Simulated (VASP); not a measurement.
# TaN (P1) in VASP: further runs, part 2 of 2

VASP 6.6.1. Earlier steps stand in the parts before.

## Step 3: Electric field gradients, LDA (equal xy, yz and zx shear strains of -1 %)

File INCAR:

```
PREC = Accurate
ENCUT = 520
EDIFF = 1E-8
ISMEAR = -1
SIGMA = 0.02
LREAL = False
LASPH = True
NELM = 100
ALGO = Normal
ISIF = 2
LWAVE = False
LCHARG = False
GGA = CA
LEFG = True
NBANDS = 15
```

File KPOINTS:

```
regular mesh
0
Gamma
  12 12 10
```

File POSCAR:

```
TaN
1.0
    2.9379988584     -0.0146899943     -0.0146899943
   -1.4817213374      2.5517266448     -0.0053769111
   -0.0144150000     -0.0144150000      2.8830000000
Ta N
1 1
Direct
    0.3333333333      0.6666666667      0.5000000000
    0.0000000000      0.0000000000      0.0000000000
```

Potentials or basis: VASP PAW LDA potentials, release 64 (Ta_pv, N).

Started as:

```bash
cat potpaw_LDA.64/Ta_pv/POTCAR potpaw_LDA.64/N/POTCAR > POTCAR
mpirun -np 1 vasp_std > vasp.out
```

OUTCAR:

```text
PREC = Accurate
   ENCUT = 520
   EDIFF = 1E-8
   ISMEAR = -1
   LREAL = False
   LASPH = True
   NELM = 100
   ISIF = 2
   GGA = CA

 ion  position               nearest neighbor table
   1  0.333  0.667  0.500-   2 2.21   2 2.22   2 2.23   2 2.24   2 2.24   2 2.24
   2  0.000  0.000  0.000-   1 2.21   1 2.22   1 2.23   1 2.24   1 2.24   1 2.24

  LATTYP: Found a triclinic cell.
 ALAT       =     2.9507348072
 B/A-ratio  =     1.7246180512
 C/A-ratio  =     1.4019657361
 COS(alpha) =     0.0001326136
 COS(beta)  =     0.3571629385
 COS(gamma) =     0.8672748744

  Lattice vectors:

 A1 = (   1.4817213374,  -2.5517266448,   0.0053769111)
 A2 = (   0.0254438164,  -5.0887632953,   0.0254438165)
 A3 = (   2.9524138584,  -0.0002749943,  -2.8976899943)

Analysis of symmetry for initial positions (statically):
=====================================================================
 Subroutine PRICEL returns:
 Original cell was already a primitive cell.

 Routine SETGRP: Setting up the symmetry group for a
 triclinic supercell.

 Subroutine GETGRP returns: Found  1 space group operations
 (whereof  1 operations were pure point group operations)
 out of a pool of  2 trial point group operations.

The static configuration has the point symmetry C_1 .

Analysis of symmetry for dynamics (positions and initial velocities):
=====================================================================
 Subroutine PRICEL returns:
 Original cell was already a primitive cell.

 Routine SETGRP: Setting up the symmetry group for a
 triclinic supercell.

 Subroutine GETGRP returns: Found  1 space group operations
 (whereof  1 operations were pure point group operations)
 out of a pool of  2 trial point group operations.

The dynamic configuration has the point symmetry C_1 .

 Subroutine INISYM returns: Found  1 space group operations
 (whereof  1 operations are pure point group operations),
 and found     1 'primitive' translations

----------------------------------------------------------------------------------------

                                     Primitive cell

  volume of cell :      21.5499

  direct lattice vectors                    reciprocal lattice vectors
     2.937998858 -0.014689994 -0.014689994     0.341372378  0.198231752  0.002698021
    -1.481721337  2.551726645 -0.005376911     0.001975088  0.393042551  0.001975088
    -0.014415000 -0.014415000  2.883000000     0.001743107  0.001743107  0.346878340

  length of vectors
     2.938072307  2.950734807  2.883072074     0.394763483  0.393052476  0.346887099

  position of ions in fractional coordinates (direct lattice)
     0.333333333  0.666666667  0.500000000
     0.000000000  0.000000000  0.000000000

  ion indices of the primitive-cell ions
   primitive index   ion index
                 1           1
                 2           2

----------------------------------------------------------------------------------------

 KPOINTS: regular mesh

Automatic generation of k-mesh.
 Grid dimensions read from file:
 generate k-points for:   12   12   10

 Generating k-lattice:

[... 77 lines left out ...]
   EFERMI_NEDOS =   21; number of points for ismear=-14 and -15
   IALGO  =     38    algorithm
   IMIX   =      4    mixing-type and parameters
     AMIX     =   0.40;   BMIX     =  1.00
     AMIX_MAG =   1.60;   BMIX_MAG =  1.00
  volume/ion in A,a.u.               =      10.77        72.71
  Fermi-wavevector in a.u.,A,eV,Ry     =   1.482403  2.801335 29.899046  2.197518
  Thomas-Fermi vector in A             =   2.596193
   LORBIT       =      0    0 simple, 1 ext, 2 COOP (PROOUT), +10 PAW based schemes
   GGA     = CA    functional components
   LHFCALC =     F    Hartree Fock is set to
   AEXX    =    0.0000 exact exchange contribution
   IVDW    =     0    specifies the selected vdW correction
   LEPSILON=     F    determine dielectric tensor
   LRPA    =     F    only Hartree local field effects (RPA)
 non-spin polarized calculation
  energy-cutoff  :      520.00
  volume of cell :       21.55
 maximum number of plane-waves:       600
 NGX is ok and might be reduce to    24
   NGX = 11   NGY = 11   NGZ = 11

 number of electron      16.0000001 magnetization

 Free energy of the ion-electron system (eV)
  ---------------------------------------------------
  ext. energy  EPLUGINS =         0.00000000
  ---------------------------------------------------
  free energy    TOTEN  =       -24.69616755 eV

  energy without entropy =      -24.69603177  energy(sigma->0) =      -24.69609966

 E-fermi :   8.1695     XC(G=0): -13.5828

 val. band max:        8.1680711234   @ k =   0.0000   0.0000   0.4000
 cond. band min:       8.1983968129   @ k =  -0.0833  -0.0000   0.4000
 fundamental gap:      0.0303256895
 Fermi energy:         8.1695177381

 k-point     1 :       0.0000    0.0000    0.0000
  band No.  band energies     occupation
      1     -26.5240      2.00000
      2     -26.2674      2.00000
      3     -26.2453      2.00000
      4      -9.4287      2.00000
      5       3.4997      2.00000
      6       3.6221      2.00000
      7       3.9162      2.00000
      8       5.2350      2.00000
      9      10.4626      0.00000
     10      11.5971      0.00000
     11      11.7173      0.00000
     12      12.0534      0.00000
     13      12.1038      0.00000
     14      20.4930      0.00000
[... 401 lines left out ...]
      2     -26.6464      2.00000
      3     -26.3748      2.00000
      4      -7.0403      2.00000
      5       0.2617      2.00000
      6       3.0297      2.00000
      7       3.5156      2.00000
      8       6.3828      2.00000
      9       9.9353      0.00000
     10      10.1887      0.00000
     11      12.6267      0.00000
     12      14.5875      0.00000
     13      17.3096      0.00000
     14      20.4825      0.00000
     15      20.9872      0.00000

 [... further k-points ...]
[... 5 lines left out ...]
  --------------------------------------------------------------------------------------
  -------------------------------------------------------------------------------------
  Total       -1.2559236     -1.2304865     -1.4247413      0.3007287      0.3296729      0.3299112
  in kB      -93.3744292    -91.4832539   -105.9255575     22.3583432     24.5102659     24.5279819
  external PRESSURE =     -96.9277469 kB  Pullay stress =       0.0000000 kB

 VOLUME and BASIS-vectors are now :
 -----------------------------------------------------------------------------
  energy-cutoff  :      520.00
  volume of cell :       21.55
      direct lattice vectors                 reciprocal lattice vectors
     2.937998858 -0.014689994 -0.014689994     0.341372378  0.198231752  0.002698021
    -1.481721337  2.551726645 -0.005376911     0.001975088  0.393042551  0.001975088
    -0.014415000 -0.014415000  2.883000000     0.001743107  0.001743107  0.346878340

 POSITION                                       TOTAL-FORCE (eV/Angst)
 -----------------------------------------------------------------------------------
     -0.01569      1.68905      1.43302        -0.017528     -0.000373     -0.005406
      0.00000      0.00000      0.00000         0.017528      0.000373      0.005406
 -----------------------------------------------------------------------------------
    total drift:                               -0.000027     -0.000007      0.000027

  FREE ENERGIE OF THE ION-ELECTRON SYSTEM (eV)
  ---------------------------------------------------
  free  energy   TOTEN  =       -24.6961675520 eV

  energy  without entropy=      -24.6960317678  energy(sigma->0) =      -24.69609966

 Electric field gradients (V/A^2)
---------------------------------------------------------------------
 ion       V_xx      V_yy      V_zz      V_xy      V_xz      V_yz
---------------------------------------------------------------------
   1      -9.105    -9.055    18.160   -13.206   -22.994   -22.999
   2       0.009    -0.006    -0.002    -0.898    -1.282    -1.282
---------------------------------------------------------------------

 Electric field gradients after diagonalization (V/A^2)
 (convention: |V_zz| > |V_xx| > |V_yy|)
----------------------------------------------------------------------
 ion       V_xx      V_yy      V_zz     asymmetry (V_yy - V_xx)/ V_zz
----------------------------------------------------------------------
   1      36.234     4.126   -40.359       0.796
   2       1.418     0.899    -2.317       0.224
----------------------------------------------------------------------

           NMR quadrupolar parameters

 Cq : quadrupolar parameter    Cq=e*Q*V_zz/h
 eta: asymmetry parameters     (V_yy - V_xx)/ V_zz
 Q  : nuclear electric quadrupole moment in mb (millibarn)
----------------------------------------------------------------------
 ion       Cq(MHz)       eta       Q (mb)
----------------------------------------------------------------------
   1      -0.098       0.796       1.000
   2      -0.006       0.224       1.000
----------------------------------------------------------------------
```

It took 1.9 min on 1 thread of Intel Xeon 6975P-C, shared host; peak memory 0.33 GiB.

Results:

```
Free energy            : -24.6962 eV
Pressure               : -9.7 GPa
Largest force          : 0.018 eV/Å
Band gap on the k mesh : zero (band 8 reaches 8.41 eV, above the bottom of band 9 at 8.09 eV)
```

Forces on the atoms (eV/Å):
```
Ta  -0.018  0.000 -0.005
N    0.018  0.000  0.005
```

Electric field gradients, principal values (V/Å²):
```
atom  least  middle  greatest (by size)
1 Ta  4.126  36.234             -40.359
 2 N  0.899   1.418              -2.317
```

Caveat: the cell differs from its parent crystal (equal xy, yz and zx shear strains of -1 %); without QUAD_EFG the Cq values of the log hold for a quadrupole moment of 1 mb, not for the nuclei; spin-orbit coupling is left out, which moves the levels of the heavy elements.
